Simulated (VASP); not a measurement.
# ZnS (F-43m) in VASP: notebook, part 2 of 2

VASP 6.6.1. The steps go on from the part before.

## (3) Electric field gradients, PBEsol (volume scaled by 1.04)

The input, INCAR:

```
PREC = Accurate
ENCUT = 520
EDIFF = 1E-8
ISMEAR = -1
SIGMA = 0.01
LREAL = False
LASPH = True
NELM = 100
ALGO = Normal
ISIF = 2
LWAVE = False
LCHARG = False
GGA = PS
LEFG = True
NBANDS = 16
```

The input, KPOINTS:

```
regular mesh
0
Gamma
  8 8 8
```

The input, POSCAR:

```
ZnS
1.0
    0.0000000000      2.7402415815      2.7402415815
    2.7402415815      0.0000000000      2.7402415815
    2.7402415815      2.7402415815      0.0000000000
Zn S
1 1
Direct
    0.0000000000      0.0000000000      0.0000000000
    0.7500000000      0.7500000000      0.7500000000
```

Potentials or basis: VASP PAW PBE potentials, release 64 (Zn, S).

The run is started by

```
> cat potpaw_PBE.64/Zn/POTCAR potpaw_PBE.64/S/POTCAR > POTCAR
> mpirun -np 1 vasp_std > vasp.out
```

OUTCAR:

```text
PREC = Accurate
   ENCUT = 520
   EDIFF = 1E-8
   ISMEAR = -1
   LREAL = False
   LASPH = True
   NELM = 100
   ISIF = 2
   GGA = PS

 ion  position               nearest neighbor table
   1  0.000  0.000  0.000-   2 2.37   2 2.37   2 2.37   2 2.37
   2  0.750  0.750  0.750-   1 2.37   1 2.37   1 2.37   1 2.37

  LATTYP: Found a face centered cubic cell.
 ALAT       =     5.4804831630

  Lattice vectors:

 A1 = (   0.0000000000,   2.7402415815,   2.7402415815)
 A2 = (   2.7402415815,   0.0000000000,   2.7402415815)
 A3 = (   2.7402415815,   2.7402415815,   0.0000000000)

Analysis of symmetry for initial positions (statically):
=====================================================================
 Subroutine PRICEL returns:
 Original cell was already a primitive cell.

 Routine SETGRP: Setting up the symmetry group for a
 face centered cubic supercell.

 Subroutine GETGRP returns: Found 24 space group operations
 (whereof 24 operations were pure point group operations)
 out of a pool of 48 trial point group operations.

The static configuration has the point symmetry T_d .

Analysis of symmetry for dynamics (positions and initial velocities):
=====================================================================
 Subroutine PRICEL returns:
 Original cell was already a primitive cell.

 Routine SETGRP: Setting up the symmetry group for a
 face centered cubic supercell.

 Subroutine GETGRP returns: Found 24 space group operations
 (whereof 24 operations were pure point group operations)
 out of a pool of 48 trial point group operations.

The dynamic configuration has the point symmetry T_d .

 Subroutine INISYM returns: Found 24 space group operations
 (whereof 24 operations are pure point group operations),
 and found     1 'primitive' translations

----------------------------------------------------------------------------------------

                                     Primitive cell

  volume of cell :      41.1525

  direct lattice vectors                    reciprocal lattice vectors
     0.000000000  2.740241581  2.740241581    -0.182465664  0.182465664  0.182465664
     2.740241581  0.000000000  2.740241581     0.182465664 -0.182465664  0.182465664
     2.740241581  2.740241581  0.000000000     0.182465664  0.182465664 -0.182465664

  length of vectors
     3.875286809  3.875286809  3.875286809     0.316039801  0.316039801  0.316039801

  position of ions in fractional coordinates (direct lattice)
     0.000000000  0.000000000  0.000000000
     0.750000000  0.750000000  0.750000000

  ion indices of the primitive-cell ions
   primitive index   ion index
                 1           1
                 2           2

----------------------------------------------------------------------------------------

 KPOINTS: regular mesh

Automatic generation of k-mesh.
 Grid dimensions read from file:
 generate k-points for:    8    8    8

 Generating k-lattice:

[... 64 lines left out ...]
   NSW    =      0    number of steps for IOM
   IBRION =     -1    ionic relax: 0-MD 1-quasi-New 2-CG
   NFREE  =      0    steps in history (QN), initial steepest desc. (CG)
   ISIF   =      2    stress and relaxation
   ISYM   =      2    0-nonsym 1-usesym 2-fastsym
   POTIM  = 0.5000    time-step for ionic-motion
   TEBEG  =    0.0;   TEEND  =   0.0 temperature during run
   PSTRESS=    0.0 pullay stress
   NELECT =      18.0000    total number of electrons
   NUPDOWN=      -1.0000    fix difference up-down
   EMIN   =  10.00;   EMAX   =-10.00  energy-range for DOS
   EFERMI =   0.00;   METHOD = LEGACY
   ISMEAR =    -1;   SIGMA  =   0.01  broadening in eV -4-tet -1-fermi 0-gaus
   EFERMI_NEDOS =   21; number of points for ismear=-14 and -15
   IALGO  =     38    algorithm
   IMIX   =      4    mixing-type and parameters
     AMIX     =   0.40;   BMIX     =  1.00
     AMIX_MAG =   1.60;   BMIX_MAG =  1.00
  volume/ion in A,a.u.               =      20.58       138.86
  Fermi-wavevector in a.u.,A,eV,Ry     =   1.242701  2.348365 21.011572  1.544307
  Thomas-Fermi vector in A             =   2.377044
   LORBIT       =      0    0 simple, 1 ext, 2 COOP (PROOUT), +10 PAW based schemes
   GGA     = PS    functional components
   LHFCALC =     F    Hartree Fock is set to
   AEXX    =    0.0000 exact exchange contribution
   IVDW    =     0    specifies the selected vdW correction
   LEPSILON=     F    determine dielectric tensor
   LRPA    =     F    only Hartree local field effects (RPA)
 non-spin polarized calculation
  energy-cutoff  :      520.00
  volume of cell :       41.15
 maximum number of plane-waves:      1124
 NGX is ok and might be reduce to    30
   NGX = 15   NGY = 15   NGZ = 15

 number of electron      17.9999999 magnetization

 Free energy of the ion-electron system (eV)
  ---------------------------------------------------
  ext. energy  EPLUGINS =         0.00000000
  ---------------------------------------------------
  free energy    TOTEN  =        -7.55001459 eV

  energy without entropy =       -7.55001459  energy(sigma->0) =       -7.55001459

 E-fermi :   1.8434     XC(G=0):  -9.6531

 val. band max:        1.6298825248   @ k =   0.0000   0.0000   0.0000
 cond. band min:       3.4285825455   @ k =   0.0000   0.0000   0.0000
 fundamental gap:      1.7987000207
 Fermi energy:         1.8433951723

 k-point     1 :       0.0000    0.0000    0.0000
  band No.  band energies     occupation
      1     -11.2384      2.00000
      2      -4.5800      2.00000
      3      -4.5800      2.00000
      4      -4.5800      2.00000
      5      -4.1290      2.00000
      6      -4.1290      2.00000
[... 433 lines left out ...]
      3      -4.4106      2.00000
      4      -4.1741      2.00000
      5      -4.1172      2.00000
      6      -3.8789      2.00000
[... 8 lines left out ...]
     15      14.8221      0.00000
     16      15.6521      0.00000

 [... further k-points ...]
[... 5 lines left out ...]
  --------------------------------------------------------------------------------------
  -------------------------------------------------------------------------------------
  Total       -1.1558937     -1.1558937     -1.1558937     -0.0000000      0.0000000      0.0000000
  in kB      -45.0020123    -45.0020123    -45.0020123     -0.0000000      0.0000000      0.0000000
  external PRESSURE =     -45.0020123 kB  Pullay stress =       0.0000000 kB

 VOLUME and BASIS-vectors are now :
 -----------------------------------------------------------------------------
  energy-cutoff  :      520.00
  volume of cell :       41.15
      direct lattice vectors                 reciprocal lattice vectors
     0.000000000  2.740241581  2.740241581    -0.182465664  0.182465664  0.182465664
     2.740241581  0.000000000  2.740241581     0.182465664 -0.182465664  0.182465664
     2.740241581  2.740241581  0.000000000     0.182465664  0.182465664 -0.182465664

 POSITION                                       TOTAL-FORCE (eV/Angst)
 -----------------------------------------------------------------------------------
      0.00000      0.00000      0.00000         0.000000      0.000000      0.000000
      4.11036      4.11036      4.11036        -0.000000     -0.000000     -0.000000
 -----------------------------------------------------------------------------------
    total drift:                               -0.000000     -0.000000     -0.000000

  FREE ENERGIE OF THE ION-ELECTRON SYSTEM (eV)
  ---------------------------------------------------
  free  energy   TOTEN  =        -7.5500145903 eV

  energy  without entropy=       -7.5500145903  energy(sigma->0) =       -7.55001459

 Electric field gradients (V/A^2)
---------------------------------------------------------------------
 ion       V_xx      V_yy      V_zz      V_xy      V_xz      V_yz
---------------------------------------------------------------------
   1      -0.000     0.000     0.000     0.005     0.005     0.005
   2       0.000    -0.000     0.000    -0.000    -0.000    -0.000
---------------------------------------------------------------------

 Electric field gradients after diagonalization (V/A^2)
 (convention: |V_zz| > |V_xx| > |V_yy|)
----------------------------------------------------------------------
 ion       V_xx      V_yy      V_zz     asymmetry (V_yy - V_xx)/ V_zz
----------------------------------------------------------------------
   1      -0.005    -0.005     0.009       0.000
   2       0.000     0.000    -0.000       0.000
----------------------------------------------------------------------

           NMR quadrupolar parameters

 Cq : quadrupolar parameter    Cq=e*Q*V_zz/h
 eta: asymmetry parameters     (V_yy - V_xx)/ V_zz
 Q  : nuclear electric quadrupole moment in mb (millibarn)
----------------------------------------------------------------------
 ion       Cq(MHz)       eta       Q (mb)
----------------------------------------------------------------------
   1       0.000       0.000       1.000
   2      -0.000       0.000       1.000
----------------------------------------------------------------------
```

OSZICAR:

```text
N       E                     dE             d eps       ncg     rms          rms(c)
DAV:   1     0.867437890323E+02    0.86744E+02   -0.89693E+03   928   0.135E+03
DAV:   2    -0.208643777818E+01   -0.88830E+02   -0.82970E+02  1064   0.256E+02
DAV:   3    -0.788922857296E+01   -0.58028E+01   -0.57750E+01  1136   0.638E+01
DAV:   4    -0.795123175632E+01   -0.62003E-01   -0.61981E-01  1160   0.679E+00
DAV:   5    -0.795196632814E+01   -0.73457E-03   -0.73455E-03  1168   0.713E-01    0.613E+00
DAV:   6    -0.757215343147E+01    0.37981E+00   -0.78102E-01  1376   0.314E+01    0.488E+00
DAV:   7    -0.755343466585E+01    0.18719E-01   -0.21118E-01  1024   0.446E+00    0.237E+00
DAV:   8    -0.755007032641E+01    0.33643E-02   -0.45376E-03  1352   0.805E-01    0.545E-01
DAV:   9    -0.754992860149E+01    0.14172E-03   -0.91090E-04  1104   0.260E-01    0.973E-02
DAV:  10    -0.755001989763E+01   -0.91296E-04   -0.14306E-04  1160   0.910E-02    0.241E-02
DAV:  11    -0.755001429645E+01    0.56012E-05   -0.21198E-05  1096   0.425E-02    0.618E-03
DAV:  12    -0.755001462233E+01   -0.32588E-06   -0.23185E-06  1168   0.196E-02    0.342E-03
DAV:  13    -0.755001457632E+01    0.46009E-07   -0.35449E-07  1120   0.560E-03    0.771E-04
DAV:  14    -0.755001458821E+01   -0.11890E-07   -0.37006E-08  1208   0.251E-03    0.663E-04
DAV:  15    -0.755001459025E+01   -0.20434E-08   -0.73897E-09   864   0.140E-03
   1 F= -.75500146E+01 E0= -.75500146E+01  d E =-.139780E-11
```

stdout:

```text
POSCAR found type information on POSCAR ZnS
 POSCAR found :  2 types and       2 ions
 scaLAPACK will be used
 -----------------------------------------------------------------------------
|                                                                             |
|                                                                             |
|     You enforced a specific xc type in the INCAR file but a different       |
|     I HOPE YOU KNOW WHAT YOU ARE DOING!                                     |
|                                                                             |
 -----------------------------------------------------------------------------

 LDA part: xc-table for (Slater+PW92), standard interpolation
 POSCAR, INCAR and KPOINTS ok, starting setup
 FFT: planning ... GRIDC
 FFT: planning ... GRID_SOFT
 FFT: planning ... GRID
 WAVECAR not read
 entering main loop
ion   1

ion   2
```

Wall time 10 s (1 thread of AMD EPYC 9R45 (Zen 5), shared host); peak memory 0.14 GiB.

What came out:

| Property | Result |
| --- | --- |
| Free energy | -7.5500 eV |
| Pressure | -4.5 GPa |
| Band gap on the k mesh | 1.80 eV, direct |

Caveat: without QUAD_EFG the Cq values of the log hold for a quadrupole moment of 1 mb, not for the nuclei; the PAW data sets were made with another functional, which shifts forces and pressure a little.
